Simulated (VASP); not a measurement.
# TiAl (P-6m2) in VASP: a series of runs

TiAl is run at these levels: PBEsol; tasks: single point.

Everything below comes from runs of VASP 6.6.1. Logs are shortened: lines on timing, memory, paths and dates and some standing lists are left out, and cuts for length are marked.

**1. The cell of the first run**

It takes space group P-6m2 (No. 187, hexagonal). The conventional cell has a = 2.876 Å, b = 2.876 Å, c = 4.250 Å, α = 90.00°, β = 90.00°, γ = 120.00°. Ti (site symmetry -6m2) has 6 Al at 2.70 Å and 6 Ti at 2.88 Å within 3.6 Å. Al (site symmetry -6m2) has 6 Ti at 2.70 Å and 6 Al at 2.88 Å within 3.6 Å.

**2. Single point, PBEsol**

The input, INCAR:

```
SYSTEM = TiAl
PREC = Accurate ; ENCUT = 520
EDIFF = 1E-7 ; ISMEAR = 0
SIGMA = 0.15 ; LREAL = .FALSE.
LASPH = .TRUE. ; NELM = 60
ALGO = Normal ; ISIF = 2
LWAVE = .FALSE. ; LCHARG = .FALSE.
GGA = PS ; NBANDS = 14
```

The input, KPOINTS:

```
regular mesh
0
G
  18 18 10
  0 0 0
```

The input, POSCAR:

```
TiAl
1.0
    2.8760000000      0.0000000000      0.0000000000
   -1.4380000000      2.4906890613      0.0000000000
    0.0000000000      0.0000000000      4.2497000000
Ti Al
1 1
Direct
    0.0000000000      0.0000000000      0.0000000000
    0.3333333333      0.6666666667      0.5000000000
```

Potentials or basis: VASP PAW PBE potentials, release 64 (Ti_sv, Al).

On the command line:

```console
cat potpaw_PBE.64/Ti_sv/POTCAR potpaw_PBE.64/Al/POTCAR > POTCAR
mpirun -np 1 vasp_std > vasp.out
```

OUTCAR:

```text
SYSTEM = TiAl
   PREC = Accurate
   ENCUT = 520
   EDIFF = 1E-7
   ISMEAR = 0
   LREAL = .FALSE.
   LASPH = .TRUE.
   NELM = 60
   ISIF = 2
   GGA = PS

 ion  position               nearest neighbor table
   1  0.000  0.000  0.000-   2 2.70   2 2.70   2 2.70   2 2.70   2 2.70   2 2.70
   2  0.333  0.667  0.500-   1 2.70   1 2.70   1 2.70   1 2.70   1 2.70   1 2.70

  LATTYP: Found a hexagonal cell.
 ALAT       =     2.8760000000
 C/A-ratio  =     1.4776425591

  Lattice vectors:

 A1 = (   2.8760000000,   0.0000000000,   0.0000000000)
 A2 = (  -1.4380000000,   2.4906890613,   0.0000000000)
 A3 = (   0.0000000000,   0.0000000000,   4.2497000000)

Analysis of symmetry for initial positions (statically):
=====================================================================
 Subroutine PRICEL returns:
 Original cell was already a primitive cell.

 Routine SETGRP: Setting up the symmetry group for a
 hexagonal supercell.

 Subroutine GETGRP returns: Found 12 space group operations
 (whereof 12 operations were pure point group operations)
 out of a pool of 24 trial point group operations.

The static configuration has the point symmetry D_3h.

Analysis of symmetry for dynamics (positions and initial velocities):
=====================================================================
 Subroutine PRICEL returns:
 Original cell was already a primitive cell.

 Routine SETGRP: Setting up the symmetry group for a
 hexagonal supercell.

 Subroutine GETGRP returns: Found 12 space group operations
 (whereof 12 operations were pure point group operations)
 out of a pool of 24 trial point group operations.

The dynamic configuration has the point symmetry D_3h.

 Subroutine INISYM returns: Found 12 space group operations
 (whereof 12 operations are pure point group operations),
 and found     1 'primitive' translations

----------------------------------------------------------------------------------------

                                     Primitive cell

  volume of cell :      30.4415

  direct lattice vectors                    reciprocal lattice vectors
     2.876000000  0.000000000  0.000000000     0.347705146  0.200747660  0.000000000
    -1.438000000  2.490689061  0.000000000     0.000000000  0.401495319  0.000000000
     0.000000000  0.000000000  4.249700000     0.000000000  0.000000000  0.235310728

  length of vectors
     2.876000000  2.876000000  4.249700000     0.401495319  0.401495319  0.235310728

  position of ions in fractional coordinates (direct lattice)
     0.000000000  0.000000000  0.000000000
     0.333333333  0.666666667  0.500000000

  ion indices of the primitive-cell ions
   primitive index   ion index
                 1           1
                 2           2

----------------------------------------------------------------------------------------

 KPOINTS: regular mesh

Automatic generation of k-mesh.
 Grid dimensions read from file:
 generate k-points for:   18   18   10

 Generating k-lattice:

  Cartesian coordinates                     Fractional coordinates (reciprocal lattice)
     0.019316953  0.011152648  0.000000000     0.055555556 -0.000000000  0.000000000
     0.000000000  0.022305296  0.000000000     0.000000000  0.055555556  0.000000000
     0.000000000  0.000000000  0.023531073     0.000000000  0.000000000  0.100000000

  Length of vectors
     0.022305296  0.022305296  0.023531073

  Shift w.r.t. Gamma in fractional coordinates (k-lattice)
     0.000000000  0.000000000  0.000000000

 Subroutine IBZKPT returns following result:
 ===========================================

 Found    222 irreducible k-points:

 Following reciprocal coordinates:
            Coordinates               Weight
  0.000000  0.000000  0.000000      1.000000
  0.055556  0.000000  0.000000      6.000000
  0.111111  0.000000  0.000000      6.000000
  0.166667  0.000000  0.000000      6.000000
  0.222222  0.000000  0.000000      6.000000
  0.277778  0.000000  0.000000      6.000000
[... 16 lines left out ...]
  0.333333  0.111111  0.000000     12.000000
  0.388889  0.111111  0.000000     12.000000
 [... further k-points ...]
   k-points           NKPTS =    222   k-points in BZ     NKDIM =    222   number of bands    NBANDS=     14
   number of dos      NEDOS =    301   number of ions     NIONS =      2
   total plane-waves  NPLWV =  18432
   dimension x,y,z NGX =    24 NGY =   24 NGZ =   32
   dimension x,y,z NGXF=    48 NGYF=   48 NGZF=   64
   ions per type =               1   1
   NGX,Y,Z   is equivalent  to a cutoff of  13.87, 13.87, 12.52 a.u.
   NGXF,Y,Z  is equivalent  to a cutoff of  27.75, 27.75, 25.04 a.u.
 SYSTEM =  TiAl
   PREC   = accura    normal or accurate (medium, high low for compatibility)
   ISTART =      0    job   : 0-new  1-cont  2-samecut
   ICHARG =      2    charge: 1-file 2-atom 10-const
   ISPIN  =      1    spin polarized calculation?
   LNONCOLLINEAR =      F non collinear calculations
[... 65 lines left out ...]
      4     -23.4869      2.00000
      5      -0.5004      2.00000
      6       6.5745      2.00000
      7       7.7266      2.00000
      8       9.9266      0.00000
      9       9.9266      0.00000
     10      11.3794      0.00000
     11      11.3794      0.00000
     12      14.2776      0.00000
     13      21.1910      0.00000
     14      21.1910      0.00000

 k-point     2 :       0.0556    0.0000    0.0000
  band No.  band energies     occupation
      1     -47.4696      2.00000
      2     -23.9328      2.00000
      3     -23.5050      2.00000
      4     -23.4909      2.00000
      5      -0.4229      2.00000
      6       6.6501      2.00000
      7       7.6978      2.00000
      8       9.8434      0.00000
      9       9.9898      0.00000
     10      11.3558      0.00000
     11      11.4412      0.00000
     12      14.2849      0.00000
     13      20.0915      0.00000
     14      20.5524      0.00000

 k-point     3 :       0.1111    0.0000    0.0000
  band No.  band energies     occupation
      1     -47.4614      2.00000
      2     -23.9243      2.00000
      3     -23.5570      2.00000
      4     -23.5026      2.00000
      5      -0.1919      2.00000
      6       6.8658      2.00000
      7       7.6191      2.00000
      8       9.6143      0.00000
      9      10.1759      0.00000
     10      11.2884      0.00000
     11      11.6179      0.00000
     12      14.2987      0.00000
     13      18.3913      0.00000
     14      19.6670      0.00000

 k-point     4 :       0.1667    0.0000    0.0000
  band No.  band energies     occupation
      1     -47.4488      2.00000
      2     -23.9114      2.00000
      3     -23.6360      2.00000
      4     -23.5205      2.00000
      5       0.1878      2.00000
      6       7.1823      2.00000
      7       7.5096      2.00000
      8       9.2918      0.00000
      9      10.4741      0.00000
     10      11.1870      0.00000
     11      11.8873      0.00000
     12      14.2836      0.00000
     13      16.7675      0.00000
     14      18.8511      0.00000

 k-point     5 :       0.2222    0.0000    0.0000
  band No.  band energies     occupation
      1     -47.4333      2.00000
      2     -23.8955      2.00000
      3     -23.7320      2.00000
      4     -23.5424      2.00000
      5       0.7089      2.00000
      6       7.3901      2.00000
      7       7.5115      2.00000
      8       8.9437      0.00432
      9      10.8655      0.00000
     10      11.0657      0.00000
     11      12.2220      0.00000
[... 276 lines left out ...]
 k-point    22 :       0.2778    0.1111    0.0000
  band No.  band energies     occupation
      1     -47.3970      2.00000
      2     -23.9240      2.00000
      3     -23.8582      2.00000
      4     -23.6218      2.00000
      5       2.3470      2.00000
      6       7.2436      2.00000
      7       7.6672      2.00000
      8       8.3052      1.99845
      9      10.4513      0.00000
     10      11.5703      0.00000
     11      13.2221      0.00000
     12      13.3941      0.00000
     13      14.7899      0.00000
     14      15.6771      0.00000

 k-point    23 :       0.3333    0.1111    0.0000
  band No.  band energies     occupation
      1     -47.3850      2.00000
      2     -23.9893      2.00000
      3     -23.8459      2.00000
      4     -23.6445      2.00000
      5       3.2153      2.00000
      6       7.1693      2.00000
      7       7.2119      2.00000
      8       8.0138      2.00000
      9      10.2783      0.00000
     10      11.7867      0.00000
     11      13.1840      0.00000
     12      13.8260      0.00000
     13      14.6436      0.00000
     14      15.7049      0.00000

 k-point    24 :       0.3889    0.1111    0.0000
  band No.  band energies     occupation
      1     -47.3771      2.00000
      2     -24.0316      2.00000
      3     -23.8379      2.00000
      4     -23.6593      2.00000
      5       4.1401      2.00000
      6       6.3781      2.00000
      7       7.1972      2.00000
      8       7.7933      2.00000
      9      10.1622      0.00000
     10      12.0531      0.00000
     11      13.2351      0.00000
     12      14.1547      0.00000
     13      14.4747      0.00000
     14      15.9374      0.00000

 [... further k-points ...]
[... 5 lines left out ...]
  --------------------------------------------------------------------------------------
  -------------------------------------------------------------------------------------
  Total        1.0117391      1.0117391      3.8764418      0.0000000      0.0000000      0.0000000
  in kB       53.2491238     53.2491238    204.0220852      0.0000000      0.0000000      0.0000000
  external PRESSURE =     103.5067776 kB  Pullay stress =       0.0000000 kB

 VOLUME and BASIS-vectors are now :
 -----------------------------------------------------------------------------
  energy-cutoff  :      520.00
  volume of cell :       30.44
      direct lattice vectors                 reciprocal lattice vectors
     2.876000000  0.000000000  0.000000000     0.347705146  0.200747660  0.000000000
    -1.438000000  2.490689061  0.000000000     0.000000000  0.401495319  0.000000000
     0.000000000  0.000000000  4.249700000     0.000000000  0.000000000  0.235310728

 POSITION                                       TOTAL-FORCE (eV/Angst)
 -----------------------------------------------------------------------------------
      0.00000      0.00000      0.00000         0.000000      0.000000      0.000000
     -0.00000      1.66046      2.12485        -0.000000     -0.000000      0.000000
 -----------------------------------------------------------------------------------
    total drift:                                0.000000     -0.000000      0.000000

  FREE ENERGIE OF THE ION-ELECTRON SYSTEM (eV)
  ---------------------------------------------------
  free  energy   TOTEN  =       -12.7956572353 eV

  energy  without entropy=      -12.7657277136  energy(sigma->0) =      -12.78069247
```

It took 30 s on 1 thread of Intel Xeon 6975P-C (Granite Rapids), shared host; peak memory 0.22 GiB.

Results:

```yaml
Free_energy: -12.7957 eV
Pressure: 10.4 GPa
```

Stress tensor (GPa, compression positive):
```
 5.32  0.00  0.00
 0.00  5.32  0.00
 0.00  0.00 20.40
```

Levels at points of the mesh, in eV from the Fermi level:
```tsv
k point	band 4	band 5	band 6	band 7	band 8	band 9	band 10	band 11	band 12	band 13
(0.00, 0.00, 0.00)	-32.13	-9.14	-2.07	-0.91	1.29	1.29	2.74	2.74	5.64	12.55
(0.50, 0.00, 0.00)	-32.26	-4.07	-3.03	-1.59	-1.00	2.01	4.06	4.73	5.00	6.39
(0.00, 0.00, 0.50)	-32.13	-7.84	-5.26	0.07	1.32	1.32	2.56	2.56	8.71	12.87
(0.50, 0.00, 0.50)	-32.26	-4.02	-2.30	-1.94	0.55	1.22	1.63	4.06	4.08	6.93
```

Caveat: the PAW data sets were made with another functional, which shifts forces and pressure a little.

**3. Single point, PBEsol**

This run uses another cell than the first one, of 15.16 Å³/atom, 0.996 times its volume.

The input, INCAR:

```
SYSTEM = TiAl
PREC = Accurate ; ENCUT = 520
EDIFF = 1E-6 ; ISMEAR = 0
SIGMA = 0.15 ; LREAL = .FALSE.
LASPH = .TRUE. ; NELM = 100
ALGO = Fast ; ISIF = 2
LWAVE = .FALSE. ; LCHARG = .FALSE.
GGA = PS ; NBANDS = 14
```

The input, KPOINTS:

```
Automatic mesh
0
G
  18 18 10
  0 0 0
```

The input, POSCAR:

```
TiAl
1.0
    2.7906000000      0.0000000000      0.0000000000
   -1.3953000000      2.4167304918      0.0000000000
    0.0000000000      0.0000000000      4.4960000000
Ti Al
1 1
Direct
    0.0000000000      0.0000000000      0.0000000000
    0.3333333333      0.6666666667      0.5000000000
```

Potentials or basis: VASP PAW PBE potentials, release 64 (Ti_sv, Al).

On the command line:

```console
cat potpaw_PBE.64/Ti_sv/POTCAR potpaw_PBE.64/Al/POTCAR > POTCAR
mpirun -np 1 vasp_std > vasp.out
```

Wall time 72 s (1 thread of Intel Xeon 6975P-C (Granite Rapids), shared host); peak memory 0.22 GiB.

The run converged. Its results:

- Free energy: -12.8904 eV
- Pressure: 8.8 GPa

Stress tensor (GPa, compression positive):
```
 7.81  0.00  0.00
 0.00  7.81  0.00
 0.00  0.00 10.65
```

Levels at points of the mesh, in eV from the Fermi level:
| k point | band 4 | band 5 | band 6 | band 7 | band 8 | band 9 | band 10 | band 11 |
| --- | --- | --- | --- | --- | --- | --- | --- | --- |
| (0.00, 0.00, 0.00) | -32.00 | -9.35 | -2.37 | -1.75 | 1.38 | 1.38 | 3.05 | 3.05 |
| (0.50, 0.00, 0.00) | -32.17 | -3.96 | -2.85 | -1.74 | -1.13 | 2.27 | 4.41 | 4.47 |
| (0.00, 0.00, 0.50) | -32.00 | -8.32 | -5.46 | -0.44 | 1.40 | 1.40 | 2.95 | 2.95 |
| (0.50, 0.00, 0.50) | -32.17 | -3.93 | -2.45 | -2.00 | 0.70 | 1.03 | 2.04 | 3.39 |

Caveat: the PAW data sets were made with another functional, which shifts forces and pressure a little.

**4. Single point, PBEsol**

This run uses another cell than the first one, of 15.26 Å³/atom, 1.003 times its volume.

The input, INCAR:

```
SYSTEM = TiAl
PREC     = Accurate       ! precision mode
ENCUT    = 520            ! plane-wave cutoff, eV
EDIFF    = 1E-6           ! SCF threshold, eV
ISMEAR   = 0              ! smearing method
SIGMA    = 0.15           ! smearing width, eV
LREAL    = .FALSE.        ! projectors in reciprocal space
LASPH    = .TRUE.         ! aspherical terms in the spheres
NELM     = 60             ! most SCF steps
ALGO     = Normal         ! electronic algorithm
ISIF     = 2              ! what is computed and relaxed
LWAVE    = .FALSE.        ! write WAVECAR
LCHARG   = .TRUE.         ! write CHGCAR
GGA      = PS             ! functional
LELF     = .TRUE.         ! ELF
LVHAR    = .TRUE.       
NBANDS   = 14             ! bands
```

KPOINTS is that of step 3.

The input, POSCAR:

```
TiAl
1.0
    2.7621000000      0.0000000000      0.0000000000
   -1.3810500000      2.3920487678      0.0000000000
    0.0000000000      0.0000000000      4.6191923846
Ti Al
1 1
Direct
    0.0000000000      0.0000000000      0.0000000000
    0.3333333333      0.6666666667      0.5000000000
```

On the command line:

```console
cat potpaw_PBE.64/Ti_sv/POTCAR potpaw_PBE.64/Al/POTCAR > POTCAR
mpirun -np 1 vasp_std > vasp.out
```

Run time: 32 s. Hardware: 1 thread of Intel Xeon 6975P-C (Granite Rapids), shared host; peak memory 0.22 GiB.

It converged, with:

```
Free energy : -12.8975 eV
Pressure    : 7.3 GPa
```

Stress tensor (GPa, compression positive):
```
8.70 0.00 0.00
0.00 8.70 0.00
0.00 0.00 4.50
```

Levels at points of the mesh, in eV from the Fermi level:
```tsv
k point	band 3	band 4	band 5	band 6	band 7	band 8	band 9	band 10	band 11	band 12
(0.00, 0.00, 0.00)	-31.98	-31.98	-9.43	-2.51	-2.09	1.39	1.39	3.13	3.13	4.00
(0.50, 0.00, 0.00)	-32.41	-32.17	-3.91	-2.78	-1.79	-1.20	2.35	4.24	4.44	4.50
(0.00, 0.00, 0.50)	-31.98	-31.98	-8.51	-5.54	-0.67	1.40	1.40	3.06	3.06	6.68
(0.50, 0.00, 0.50)	-32.41	-32.17	-3.88	-2.52	-2.03	0.74	0.96	2.16	3.04	4.50
```

Caveat: the PAW data sets were made with another functional, which shifts forces and pressure a little.

**5. Single point, PBEsol**

This run uses another cell than the first one, of 15.35 Å³/atom, 1.009 times its volume.

The input, INCAR:

```
SYSTEM = TiAl
ALGO     = Normal         ! electronic algorithm
EDIFF    = 1E-7           ! SCF threshold, eV
ENCUT    = 520            ! plane-wave cutoff, eV
GGA      = PS             ! functional
ISIF     = 2              ! what is computed and relaxed
ISMEAR   = 0              ! smearing method
LASPH    = .TRUE.         ! aspherical terms in the spheres
LCHARG   = .FALSE.        ! write CHGCAR
LREAL    = .FALSE.        ! projectors in reciprocal space
LWAVE    = .FALSE.        ! write WAVECAR
NBANDS   = 14             ! bands
NELM     = 80             ! most SCF steps
PREC     = Accurate       ! precision mode
SIGMA    = 0.15           ! smearing width, eV
```

The input, KPOINTS:

```
k-points
0
G
  18 18 10
  0 0 0
```

The input, POSCAR:

```
TiAl
1.0
    2.8475477334      0.0000000000      0.0000000000
   -1.4237738667      2.4660486756      0.0000000000
    0.0000000000      0.0000000000      4.3728000000
Ti Al
1 1
Direct
    0.0000000000      0.0000000000      0.0000000000
    0.3333333333      0.6666666667      0.5000000000
```

On the command line:

```console
cat potpaw_PBE.64/Ti_sv/POTCAR potpaw_PBE.64/Al/POTCAR > POTCAR
mpirun -np 1 vasp_std > vasp.out
```

Run time: 34 s. Hardware: 1 thread of Intel Xeon 6975P-C (Granite Rapids), shared host; peak memory 0.23 GiB.

Results (log left out):

- Free energy: -12.8716 eV
- Pressure: 8.1 GPa

Stress tensor (GPa, compression positive):
```
 4.84  0.00  0.00
 0.00  4.84  0.00
 0.00  0.00 14.51
```

Levels at points of the mesh, in eV from the Fermi level:
| k point | band 5 | band 6 | band 7 | band 8 | band 9 | band 10 | band 11 | band 12 |
| --- | --- | --- | --- | --- | --- | --- | --- | --- |
| (0.00, 0.00, 0.00) | -9.17 | -2.17 | -1.29 | 1.33 | 1.33 | 2.84 | 2.84 | 5.09 |
| (0.50, 0.00, 0.00) | -3.98 | -2.94 | -1.63 | -1.02 | 2.11 | 4.16 | 4.63 | 4.72 |
| (0.00, 0.00, 0.50) | -8.01 | -5.32 | -0.14 | 1.35 | 1.35 | 2.71 | 2.71 | 8.08 |
| (0.50, 0.00, 0.50) | -3.94 | -2.36 | -1.94 | 0.60 | 1.13 | 1.80 | 3.74 | 4.16 |

Caveat: the PAW data sets were made with another functional, which shifts forces and pressure a little.

**6. Summary**

```csv
cell,gap on the mesh (eV),pressure (GPa)
"a = 2.876, b = 2.876, c = 4.250 Å, angles 90.0, 90.0, 120.0°, 2 atoms",none,10.4
"a = 2.791, b = 2.791, c = 4.496 Å, angles 90.0, 90.0, 120.0°, 2 atoms",none,8.8
"a = 2.762, b = 2.762, c = 4.619 Å, angles 90.0, 90.0, 120.0°, 2 atoms",none,7.3
"a = 2.848, b = 2.848, c = 4.373 Å, angles 90.0, 90.0, 120.0°, 2 atoms",none,8.1
```

Alike in all rows: task single point; level PBEsol; potentials or basis VASP PAW PBE potentials, release 64 (Ti_sv, Al); no spin polarisation; k mesh 18 × 18 × 10; cutoff (eV) 520; smearing gaussian 0.15 eV.

Caveats: the PAW data sets were made with another functional, which shifts forces and pressure a little.

Total energies depend on the potentials used, so only differences within one code and one set of settings carry meaning.
